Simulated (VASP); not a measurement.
Wanted: the native input for a VASP 6.6.1 run.

- Task: single point
- Functional: PBEsol
- Dispersion: D3(BJ)
- Potentials or basis: VASP PAW PBE potentials, release 64 (Zn, Cu)
- Cutoff: 520 eV
- k mesh: 9 × 9 × 9
- Occupations: fermi-dirac, width 0.05 eV
- Spin: no spin polarisation
- Dipole correction: no
- Further INCAR settings: ALGO = Fast; EDIFF = 1e-06; NBANDS = 18

The structure of ZnCu lies in POSCAR:

```
ZnCu
1.0
    2.8671546883      0.0000000000      0.0000000000
    0.0000000000      2.8671546883      0.0000000000
    0.0000000000      0.0000000000      2.8671546883
Zn Cu
1 1
Direct
    0.5000000000      0.5000000000      0.5000000000
    0.0000000000      0.0000000000      0.0000000000
```

One way to write it, as run:

INCAR

```
SYSTEM = ZnCu
  ALGO = Fast
  EDIFF = 1E-6
  ENCUT = 520
  GGA = PS
  ISIF = 2
  ISMEAR = -1
  IVDW = 12
  LASPH = .True.
  LCHARG = .False.
  LREAL = .False.
  LWAVE = .False.
  NBANDS = 18
  NELM = 100
  PREC = Accurate
  SIGMA = 0.05
```

KPOINTS

```
k-points
0
Gamma
  9 9 9
  0 0 0
```

Potentials or basis: VASP PAW PBE potentials, release 64 (Zn, Cu).

Run with:

```console
$ cat potpaw_PBE.64/Zn/POTCAR potpaw_PBE.64/Cu/POTCAR > POTCAR
$ mpirun -np 1 vasp_std > vasp.out
```

It gave:

The pressure is 0.9 GPa and the dispersion energy per atom is -0.493 eV.

Caveat: the PAW data sets were made with another functional, which shifts forces and pressure a little; pairwise dispersion overbinds metals, which lowers pressure and volume.

It took 31 s on 1 thread of Intel Xeon 8259CL, with other jobs on the host, peak memory 0.15 GiB.
